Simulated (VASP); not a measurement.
A run of VASP 6.6.1:

The input INCAR:

```
SYSTEM = Au
ALGO = Normal
DIPOL = 0.5 0.5 0.500
EDIFF = 1E-6
ENCUT = 520
IDIPOL = 3
ISIF = 2
ISMEAR = -1
LASPH = .TRUE.
LCHARG = .FALSE.
LDIPOL = .TRUE.
LREAL = .FALSE.
LWAVE = .FALSE.
NBANDS = 36
NELM = 80
PREC = Accurate
SIGMA = 0.05
```

Contents of KPOINTS:

```
k-points
0
G
  11 11 1
  0 0 0
```

The input POSCAR:

```
Au
1.0
    2.8626073067      0.0000000000      0.0000000000
    0.0000000000      2.8626073067      0.0000000000
    0.0000000000      0.0000000000     24.0967000000
Au
5
Direct
    0.0000000000      0.0000000000      0.3336327070
    0.5000000000      0.5000000000      0.4161763430
    0.0000000000      0.0000000000      0.5000000004
    0.5000000000      0.5000000000      0.5838236569
    0.0000000000      0.0000000000      0.6663672928
```

Potentials or basis: VASP PAW LDA potentials, release 64 (Au).

Launch:

```sh
$ cat potpaw_LDA.64/Au/POTCAR > POTCAR
$ mpirun -np 1 vasp_std > vasp.out
```

Hardware: 1 thread of Intel Xeon 8259CL (shared host).

Task: Estimate the wall time of this run.

Result: Wall time 4.8 min on 1 thread of Intel Xeon 8259CL, with other jobs on the host, peak memory 0.31 GiB. Counts: scf iterations 19, k points 21.
